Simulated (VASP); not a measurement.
Input of a VASP 6.6.1 run:

INCAR

```
ALGO     = Fast           # electronic algorithm
EDIFF    = 1E-6           # SCF threshold, eV
ENCUT    = 520            # plane-wave cutoff, eV
GGA      = PS             # functional
ISIF     = 2              # what is computed and relaxed
ISMEAR   = 0              # smearing method
LASPH    = True           # aspherical terms in the spheres
LCHARG   = False          # write CHGCAR
LREAL    = False          # projectors in reciprocal space
LWAVE    = False          # write WAVECAR
NBANDS   = 13             # bands
NELM     = 60             # most SCF steps
PREC     = Accurate       # precision mode
SIGMA    = 0.15           # smearing width, eV
```

KPOINTS

```
k-points
0
Gamma
  20 20 20
```

POSCAR

```
W
1.0
    0.0000000000      2.1924000000      2.1112000000
    2.1924000000      0.0000000000      2.1112000000
    2.1924000000      2.1924000000      0.0000000000
W
1
Direct
    0.0000000000      0.0000000000      0.0000000000
```

Potentials or basis: VASP PAW PBE potentials, release 64 (W_sv).

Run with:

```console
$ cat potpaw_PBE.64/W_sv/POTCAR > POTCAR
$ mpirun -np 1 vasp_std > vasp.out
```

Q: Estimate the band gap on the k mesh.

A: Zero (band 7 reaches 10.26 eV, above the bottom of band 8 at 7.29 eV).

Q: What does it give for the pressure?

A: -43.9 GPa.

Stress tensor (GPa, compression positive):
```
-41.23   0.00   0.00
  0.00 -41.23   0.00
  0.00   0.00 -49.13
```

Caveat: the cell differs from its parent crystal (strain +0.080 along x and y, +0.040 along z); the PAW data sets were made with another functional, which shifts forces and pressure a little; spin-orbit coupling is left out, which moves the levels of the heavy elements.
